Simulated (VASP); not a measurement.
# Si62Sb (a cell with a defect) in VASP: notebook, part 2 of 2

VASP 6.6.1. The steps go on from the part before.

## Step 4: Single point, PBE+D3(BJ)

The input, INCAR:

```
SYSTEM = Si62Sb
PREC = Accurate
ENCUT = 520
EDIFF = 1E-7
ISMEAR = 0
SIGMA = 0.02
LREAL = Auto
LASPH = .TRUE.
NELM = 80
ALGO = Normal
ISIF = 2
LWAVE = .FALSE.
LCHARG = .TRUE.
GGA = PE
IVDW = 12
LELF = .TRUE.
LVHAR = .TRUE.
NELECT = 254.0
NBANDS = 164
```

The input, KPOINTS:

```
regular mesh
0
G
  1 1 1
  0 0 0
```

The input, POSCAR:

```
Si62Sb
1.0
   10.8600000000      0.0000000000      0.0000000000
    0.0000000000     10.8600000000      0.0000000000
    0.0000000000      0.0000000000     10.8600000000
Si Sb
62 1
Direct
    0.5018521574      0.0000256421     -0.0005944122
    0.6262310659      0.1255747031      0.1244252969
    0.7506699496      0.2500667023     -0.0000667023
    0.8779983913      0.3734098148      0.1234115559
    0.7504157242      0.0002421173      0.2497578827
    0.8753618990      0.1252997573      0.3746381010
    0.0016905899      0.0016905899      0.0047700786
    0.3792227174      0.3792227174      0.1289608764
    0.5004339951      0.5004339951     -0.0015800934
    0.6242992277      0.6242992277      0.1255639284
    0.7486486134      0.7486486134      0.0018969620
    0.8753618990      0.8753618990      0.1247002427
    0.2452299214      0.0016905899      0.2483094101
    0.3734098148      0.1265884441      0.3720016087
    0.5018521574      0.2505944122      0.2499743579
    0.6272027548      0.3747772954      0.3752431583
    0.7517056354      0.4988047892      0.2495428334
    0.8755160621      0.6254587811      0.3744839379
    0.4988047892      0.0004571666      0.4982943646
    0.6242992277      0.1244360716      0.6257007723
    0.7486486134      0.2481030380      0.5013513866
    0.8747568417      0.3747772954      0.6227972452
    0.7517056354      0.0004571666      0.7511952108
    0.8779983913      0.1265884441      0.8765901852
    0.0000256421      0.5018521574     -0.0005944122
    0.1255747031      0.6262310659      0.1244252969
    0.2500667023      0.7506699496     -0.0000667023
    0.3734098148      0.8779983913      0.1234115559
    0.0016905899      0.2452299214      0.2483094101
    0.1265884441      0.3734098148      0.3720016087
    0.2505944122      0.5018521574      0.2499743579
    0.3747772954      0.6272027548      0.3752431583
    0.4988047892      0.7517056354      0.2495428334
    0.6254587811      0.8755160621      0.3744839379
    0.0002421173      0.0002421173      0.4995842758
    0.1255747031      0.1255747031      0.6237689341
    0.2500667023      0.2500667023      0.4993300504
    0.3754638577      0.3754638577      0.6234609309
    0.5005491411      0.5005491411      0.4989948818
    0.6250677865      0.6250677865      0.6249322135
    0.7494155342      0.7494155342      0.5005844658
    0.8755160621      0.8755160621      0.6245412189
    0.2505944122      0.0000256421      0.7481478426
    0.3792227174      0.1210391236      0.8707772826
    0.5004339951      0.2515800934      0.7495660049
    0.6265390691      0.3754638577      0.8745361423
    0.7510051182      0.5005491411      0.7494508589
    0.8747568417      0.6272027548      0.8752227046
    0.0002421173      0.7504157242      0.2497578827
    0.1252997573      0.8753618990      0.3746381010
    0.0004571666      0.4988047892      0.4982943646
    0.1244360716      0.6242992277      0.6257007723
    0.2481030380      0.7486486134      0.5013513866
    0.3747772954      0.8747568417      0.6227972452
    0.0000256421      0.2505944122      0.7481478426
    0.1210391236      0.3792227174      0.8707772826
    0.2515800934      0.5004339951      0.7495660049
    0.3754638577      0.6265390691      0.8745361423
    0.5005491411      0.7510051182      0.7494508589
    0.6272027548      0.8747568417      0.8752227046
    0.0004571666      0.7517056354      0.7511952108
    0.1265884441      0.8779983913      0.8765901852
    0.2240230234      0.2240230234      0.0259769766
```

Potentials or basis: VASP PAW PBE potentials, release 64 (Si, Sb).

Run with:

```
$ cat potpaw_PBE.64/Si/POTCAR potpaw_PBE.64/Sb/POTCAR > POTCAR
$ mpirun -np 1 vasp_gam > vasp.out
```

OUTCAR:

```text
SYSTEM = Si62Sb
   PREC = Accurate
   ENCUT = 520
   EDIFF = 1E-7
   ISMEAR = 0
   LREAL = Auto
   LASPH = .TRUE.
   NELM = 80
   ISIF = 2
   GGA = PE
   IVDW = 12
   NELECT = 254.0
 IVDW          = 12

 ion  position               nearest neighbor table
   1  0.502  0.000  0.999-  44 2.33  28 2.35  60 2.35   2 2.35
   2  0.626  0.126  0.124-   3 2.34   5 2.35   1 2.35  15 2.35
   3  0.751  0.250  1.000-   2 2.34   4 2.35  24 2.35  46 2.35
   4  0.878  0.373  0.123-   3 2.35  25 2.35  29 2.36  17 2.37
   5  0.750  0.000  0.250-  34 2.35   2 2.35   6 2.35  12 2.35
   6  0.875  0.125  0.375-  29 2.34   5 2.35  35 2.35  21 2.36
[... 54 lines left out ...]
  61  0.000  0.752  0.751-  48 2.35  42 2.35  52 2.36  62 2.37
  62  0.127  0.878  0.877-  27 2.35  43 2.35   7 2.36  61 2.37
  63  0.224  0.224  0.026-   8 2.63  44 2.63  56 2.63  13 3.42  29 3.42   7 3.42

  LATTYP: Found a simple cubic cell.
 ALAT       =    10.8600000000

  Lattice vectors:

 A1 = (  10.8600000000,   0.0000000000,   0.0000000000)
 A2 = (   0.0000000000,  10.8600000000,   0.0000000000)
 A3 = (   0.0000000000,   0.0000000000,  10.8600000000)

Analysis of symmetry for initial positions (statically):
=====================================================================
 Subroutine PRICEL returns:
 Original cell was already a primitive cell.

 Routine SETGRP: Setting up the symmetry group for a
 simple cubic supercell.

 Subroutine GETGRP returns: Found  6 space group operations
 (whereof  2 operations were pure point group operations)
 out of a pool of 48 trial point group operations.

The static configuration has the point symmetry C_1h.
 The point group associated with its full space group is C_3v.

Analysis of symmetry for dynamics (positions and initial velocities):
=====================================================================
 Subroutine PRICEL returns:
 Original cell was already a primitive cell.

 Routine SETGRP: Setting up the symmetry group for a
 simple cubic supercell.

[... 229 lines left out ...]
   LHFCALC =     F    Hartree Fock is set to
   AEXX    =    0.0000 exact exchange contribution
   IVDW    =    12    specifies the selected vdW correction
   LEPSILON=     F    determine dielectric tensor
   LRPA    =     F    only Hartree local field effects (RPA)
 non-spin polarized calculation
 Gauss-broadening in eV      SIGMA  =   0.02
  energy-cutoff  :      520.00
  volume of cell :     1280.82
 maximum number of plane-waves:     17229
 NGX is ok and might be reduce to    84
   NGX = 41   NGY = 41   NGZ = 41

 number of electron     253.9999986 magnetization

 Free energy of the ion-electron system (eV)
  ---------------------------------------------------
  ext. energy  EPLUGINS =         0.00000000
  ---------------------------------------------------
  free energy    TOTEN  =      -324.45585243 eV

  energy without entropy =     -324.43328482  energy(sigma->0) =     -324.44456863

 E-fermi :   6.4105     XC(G=0):  -9.3891

 val. band max:        6.1288594264   @ k =   0.0000   0.0000   0.0000
 cond. band min:       6.4104827850   @ k =   0.0000   0.0000   0.0000
 fundamental gap:      0.2816233586
 Fermi energy:         6.4104827812

 k-point     1 :       0.0000    0.0000    0.0000
  band No.  band energies     occupation
      1      -6.1609      2.00000
      2      -5.1378      2.00000
      3      -5.1040      2.00000
      4      -5.1040      2.00000
      5      -5.0809      2.00000
      6      -5.0809      2.00000
[... 131 lines left out ...]
    138       7.0069      0.00000
    139       7.0069      0.00000
 [bands above 139 left out]

------------------------ aborting loop because EDIFF is reached ----------------------------------------

 Edisp (eV)  -20.12954

 E6    (eV) :   -11.7589

 E8    (eV) :    -8.3706

  FORCE on cell =-STRESS in cart. coord.  units (eV):
  Direction    XX          YY          ZZ          XY          YZ          ZX
  --------------------------------------------------------------------------------------
  -------------------------------------------------------------------------------------
  Total       9.93721     9.93721     9.93721     2.84318    -2.84318    -2.84318
  in kB      12.43041    12.43041    12.43041     3.55652    -3.55652    -3.55652
  external pressure =       12.43 kB  Pullay stress =        0.00 kB

 VOLUME and BASIS-vectors are now :
 -----------------------------------------------------------------------------
  energy-cutoff  :      520.00
  volume of cell :     1280.82
      direct lattice vectors                 reciprocal lattice vectors
    10.860000000  0.000000000  0.000000000     0.092081031  0.000000000  0.000000000
     0.000000000 10.860000000  0.000000000     0.000000000  0.092081031  0.000000000
     0.000000000  0.000000000 10.860000000     0.000000000  0.000000000  0.092081031

 POSITION                                       TOTAL-FORCE (eV/Angst)
 -----------------------------------------------------------------------------------
      5.45011      0.00028     10.85354        -0.001626     -0.001403     -0.000372
      6.80087      1.36374      1.35126        -0.001237     -0.002570      0.002570
      8.15228      2.71572     10.85928         0.005844      0.000690     -0.000690
      9.53506      4.05523      1.34025         0.005224     -0.008441     -0.004054
      8.14951      0.00263      2.71237         0.012653      0.005941     -0.005941
      9.50643      1.36076      4.06857        -0.002504      0.000177      0.002504
[... 55 lines left out ...]
      1.37475      9.53506      9.51977         0.004054      0.005224      0.008441
      2.43289      2.43289      0.28211        -0.034911     -0.034911      0.034911
 -----------------------------------------------------------------------------------
    total drift:                               -0.010584     -0.010584      0.010585

  FREE ENERGIE OF THE ION-ELECTRON SYSTEM (eV)
  ---------------------------------------------------
  free  energy   TOTEN  =      -344.5853900138 eV

  energy  without entropy=     -344.5628223977  energy(sigma->0) =     -344.57410621
```

OSZICAR:

```text
N       E                     dE             d eps       ncg     rms          rms(c)
DAV:   1     0.131396396857E+04    0.13140E+04   -0.11015E+05   328   0.136E+03
DAV:   2    -0.161030000921E+03   -0.14750E+04   -0.14014E+04   432   0.218E+02
DAV:   3    -0.325616182690E+03   -0.16459E+03   -0.15832E+03   408   0.648E+01
[... 12 lines left out ...]
DAV:  16    -0.324455852488E+03   -0.23030E-05   -0.17436E-06   376   0.245E-03    0.191E-03
DAV:  17    -0.324455852606E+03   -0.11889E-06   -0.20123E-07   232   0.885E-04    0.740E-04
DAV:  18    -0.324455852334E+03    0.27228E-06   -0.37658E-08   200   0.416E-04    0.333E-04
DAV:  19    -0.324455852456E+03   -0.12142E-06   -0.14860E-08   200   0.264E-04    0.205E-04
DAV:  20    -0.324455852434E+03    0.21169E-07   -0.24454E-09   200   0.120E-04
   1 F= -.34458539E+03 E0= -.34457411E+03  d E =-.225676E-01
```

stdout:

```text
POSCAR found type information on POSCAR SiSb
 POSCAR found :  2 types and      63 ions
 scaLAPACK will be used
 LDA part: xc-table for (Slater+PW92), standard interpolation
 POSCAR, INCAR and KPOINTS ok, starting setup
 FFT: planning ... GRIDC
 FFT: planning ... GRID_SOFT
 FFT: planning ... GRID
 WAVECAR not read
 entering main loop
 the old and the new charge density differ
 old charge density:   253.00000 new  254.00000
    0.276E+01
```

Wall time 8.3 min (1 thread of Intel Xeon Platinum 8559C (Emerald Rapids), shared host); peak memory 1.1 GiB.

What came out:

| Quantity | Value |
| --- | --- |
| Free energy | -344.5854 eV |
| Largest force | 0.060 eV/Å |
| Dispersion energy per atom | -0.320 eV |

Forces in eV/Å, atoms in the order of the input:
```
Si  -0.002 -0.001  0.000
Si  -0.001 -0.003  0.003
Si   0.006  0.001 -0.001
Si   0.005 -0.008 -0.004
Si   0.013  0.006 -0.006
Si  -0.003  0.000  0.003
Si  -0.014 -0.014 -0.031
Si   0.019  0.019  0.001
Si  -0.002 -0.002 -0.006
Si  -0.004 -0.004  0.006
Si  -0.002 -0.002  0.008
Si  -0.003 -0.003  0.000
Si   0.031 -0.014  0.014
Si  -0.008  0.004 -0.005
Si  -0.002  0.000  0.001
Si   0.003 -0.005  0.001
Si   0.003  0.003  0.004
Si  -0.002 -0.002  0.002
Si   0.003 -0.004 -0.003
Si  -0.004 -0.006  0.004
Si  -0.002 -0.008  0.002
Si  -0.001 -0.005 -0.003
Si   0.003 -0.004 -0.003
Si   0.005  0.004  0.008
Si  -0.001 -0.002  0.000
Si  -0.003 -0.001  0.003
Si   0.001  0.006 -0.001
Si  -0.008  0.005 -0.004
Si  -0.014  0.031  0.014
Si   0.004 -0.008 -0.005
Si   0.000 -0.002  0.001
Si  -0.005  0.003  0.001
Si   0.003  0.003  0.004
Si  -0.002 -0.002  0.002
Si   0.006  0.006 -0.013
Si  -0.003 -0.003  0.001
Si   0.001  0.001 -0.006
Si  -0.001 -0.001 -0.002
Si   0.001  0.001 -0.007
Si  -0.002 -0.002  0.002
Si  -0.001 -0.001  0.001
Si  -0.002 -0.002  0.002
Si   0.000 -0.001  0.002
Si   0.019 -0.001 -0.019
Si  -0.002  0.006  0.002
Si   0.002 -0.001  0.001
Si   0.007  0.001 -0.001
Si  -0.001  0.003  0.005
Si   0.006  0.013 -0.006
Si   0.000 -0.003  0.003
Si  -0.004  0.003 -0.003
Si  -0.006 -0.004  0.004
Si  -0.008 -0.002  0.002
Si  -0.005 -0.001 -0.003
Si  -0.001  0.000  0.002
Si  -0.001  0.019 -0.019
Si   0.006 -0.002  0.002
Si  -0.001  0.002  0.001
Si   0.001  0.007 -0.001
Si   0.003 -0.001  0.005
Si  -0.004  0.003 -0.003
Si   0.004  0.005  0.008
Sb  -0.035 -0.035  0.035
```

Levels at points of the mesh, in eV from the Fermi level:
| k point | band 124 | band 125 | band 126 | band 127 | band 128 | band 129 |
| --- | --- | --- | --- | --- | --- | --- |
| (0.00, 0.00, 0.00) | -0.94 | -0.94 | -0.28 | 0.00 | 0.00 | 0.07 |

Caveat: the k points lie up to 0.58 Å⁻¹ apart; the cell carries a net charge on a neutralising background, which shifts energy and pressure; the cell is charged against a uniform background, so pressure and absolute levels hang on convention; spin-orbit coupling is left out, which moves the levels of the heavy elements.

## Step 5: Single point, PBE+D3(BJ)

The input, INCAR:

```
PREC = Accurate
ENCUT = 520
EDIFF = 1E-7
ISMEAR = 0
SIGMA = 0.02
LREAL = Auto
LASPH = True
NELM = 80
ALGO = Normal
ISIF = 2
LWAVE = False
LCHARG = False
GGA = PE
IVDW = 12
NBANDS = 164
NELECT = 254.0
```

The input, KPOINTS:

```
regular mesh
0
Gamma
  1 1 1
```

The input, POSCAR:

```
Si62Sb
1.0
   10.8600000000      0.0000000000      0.0000000000
    0.0000000000     10.8600000000      0.0000000000
    0.0000000000      0.0000000000     10.8600000000
Si Sb
62 1
Direct
    0.4973346225      0.0014033149      0.0030983425
    0.6247758748      0.1254679558      0.1252899632
    0.7486458564      0.2501210866      0.0004910681
    0.8729238490      0.3750144567      0.1263048803
    0.7481994475     -0.0002755064      0.2504314917
    0.8743694291      0.1230155617      0.3754412523
   -0.0030264273     -0.0020000000     -0.0029238490
    0.3768425414      0.3757847145      0.1242072744
    0.5000096685      0.5009451197      0.0011860037
    0.6275352670      0.6282807551      0.1222780847
    0.7517258748      0.7526370166     -0.0014490792
    0.8756345304      0.8756747698      0.1270121547
    0.2528931860     -0.0024356354      0.2530176796
    0.3742848066      0.1239897790      0.3773418969
    0.4974357274      0.2474504604      0.2501515654
    0.6225287293      0.3757824125      0.3736813076
    0.7471870166      0.5012536832      0.2494023020
    0.8740914365      0.6237663904      0.3757302947
    0.5004813996      0.0011609576      0.5028497238
    0.6270302947      0.1286200737      0.6229022099
    0.7512240331      0.2526995396      0.4983330571
    0.8761127993      0.3756237569      0.6267511971
    0.7470455801      0.0010129834      0.7492453959
    0.8724304788      0.1239880295      0.8754705341
    0.0005883057      0.4980384899      0.0024415285
    0.1251720994      0.6249937385      0.1246922652
    0.2493775322      0.7494440147      0.0003976059
    0.3745837937      0.8731720074      0.1264230203
   -0.0042467772      0.2530020258      0.2539097606
    0.1235667587      0.3751347145      0.3766311234
    0.2477623389      0.4977153775      0.2485363720
    0.3743408840      0.6227942910      0.3739302026
    0.4998678637      0.7470861878      0.2499872928
    0.6231751381      0.8747602210      0.3753322284
   -0.0008030387     -0.0001222836      0.5020279006
    0.1247142726      0.1255944751      0.6252779006
    0.2492948435      0.2501168508      0.5011395028
    0.3742129834      0.3750111418      0.6262947514
    0.4990230203      0.5000812155      0.5014761510
    0.6255950276      0.6264906077      0.6243153775
    0.7499203499      0.7507498158      0.4998411602
    0.8744032228      0.8745837937      0.6266520258
    0.2471665746      0.0015457643      0.7524106814
    0.3759637201      0.1252380295      0.8741752302
    0.4991970534      0.2494936464      0.7506260589
    0.6237005525      0.3753099448      0.8754245856
    0.7487912523      0.5000597606      0.7504043278
    0.8758555249      0.6229974217      0.8753904236
   -0.0009757827      0.7478980663      0.2505651013
    0.1224073665      0.8756325967      0.3742951197
    0.0004906998      0.5013511050      0.5026563536
    0.1277941989      0.6281166667      0.6226001842
    0.2509631676      0.7524303867      0.4980799263
    0.3751061694      0.8766818600      0.6269201657
   -0.0007455801      0.2475380295      0.7520884899
    0.1246422652      0.3760757827      0.8730728361
    0.2486371087      0.5006290055      0.7499779926
    0.3739788214      0.6240227440      0.8758596685
    0.4985033149      0.7488743094      0.7509762431
    0.6225163904      0.8767741252      0.8745723757
   -0.0001695212      0.7471496317      0.7498500921
    0.1234299263      0.8734829650      0.8751163904
    0.1532146409      0.1546060773      0.0971541436
```

Run with:

```
$ cat potpaw_PBE.64/Si/POTCAR potpaw_PBE.64/Sb/POTCAR > POTCAR
$ mpirun -np 1 vasp_gam > vasp.out
```

It took 7.2 min on 1 thread of Intel Xeon Platinum 8559C (Emerald Rapids), shared host; peak memory 1 GiB.

The run converged. Its results:

```
Free energy                : -344.5918 eV
Largest force              : 0.074 eV/Å
Dispersion energy per atom : -0.319 eV
```

Forces on the atoms (eV/Å):
```
Si   0.004 -0.001 -0.003
Si  -0.008  0.000 -0.001
Si   0.001 -0.005 -0.002
Si   0.001  0.004  0.009
Si   0.004  0.005 -0.001
Si  -0.003 -0.005  0.005
Si  -0.022 -0.024 -0.026
Si  -0.010  0.002  0.017
Si   0.017  0.010 -0.013
Si  -0.011 -0.008  0.003
Si   0.001  0.000 -0.013
Si  -0.002  0.001  0.011
Si   0.022 -0.018  0.022
Si   0.003 -0.004  0.003
Si   0.000 -0.008 -0.004
Si   0.001  0.004 -0.002
Si  -0.001 -0.004 -0.005
Si   0.000  0.001  0.001
Si   0.000  0.004  0.000
Si  -0.007 -0.002  0.010
Si   0.004  0.002 -0.006
Si   0.000  0.004  0.003
Si   0.000  0.003  0.002
Si   0.000  0.000  0.002
Si   0.001 -0.001 -0.004
Si  -0.004 -0.006  0.008
Si  -0.001 -0.002 -0.005
Si   0.000  0.001  0.009
Si  -0.021  0.012  0.020
Si  -0.006  0.007  0.003
Si  -0.001 -0.005 -0.002
Si  -0.001  0.003  0.000
Si  -0.004 -0.002 -0.007
Si  -0.001  0.002  0.000
Si   0.005  0.003 -0.007
Si  -0.002 -0.002  0.005
Si   0.001 -0.003 -0.002
Si   0.002  0.004  0.009
Si   0.003  0.002 -0.006
Si  -0.004 -0.006  0.005
Si  -0.003  0.000 -0.001
Si  -0.001  0.006 -0.002
Si   0.004  0.004  0.000
Si  -0.012 -0.023  0.007
Si   0.012  0.012 -0.014
Si  -0.012  0.001 -0.005
Si   0.001  0.003  0.003
Si  -0.001  0.001  0.003
Si   0.005 -0.005 -0.006
Si  -0.004  0.000  0.007
Si   0.007 -0.001  0.001
Si  -0.010 -0.009  0.011
Si   0.006  0.000 -0.008
Si  -0.005  0.009  0.011
Si   0.004 -0.007 -0.006
Si  -0.012 -0.002  0.012
Si   0.015  0.010 -0.009
Si  -0.007 -0.008 -0.001
Si   0.009  0.003 -0.005
Si  -0.002  0.004  0.005
Si   0.006  0.000  0.001
Si  -0.003 -0.002  0.004
Sb   0.040  0.035 -0.051
```

Levels at points of the mesh, in eV from the Fermi level:
```csv
k point,band 124,band 125,band 126,band 127,band 128,band 129,band 130,band 131
"(0.00, 0.00, 0.00)",-0.94,-0.94,-0.28,0.00,0.00,0.08,0.09,0.11
```

Caveat: the k points lie up to 0.58 Å⁻¹ apart; the cell carries a net charge on a neutralising background, which shifts energy and pressure; the cell is charged against a uniform background, so pressure and absolute levels hang on convention; spin-orbit coupling is left out, which moves the levels of the heavy elements.
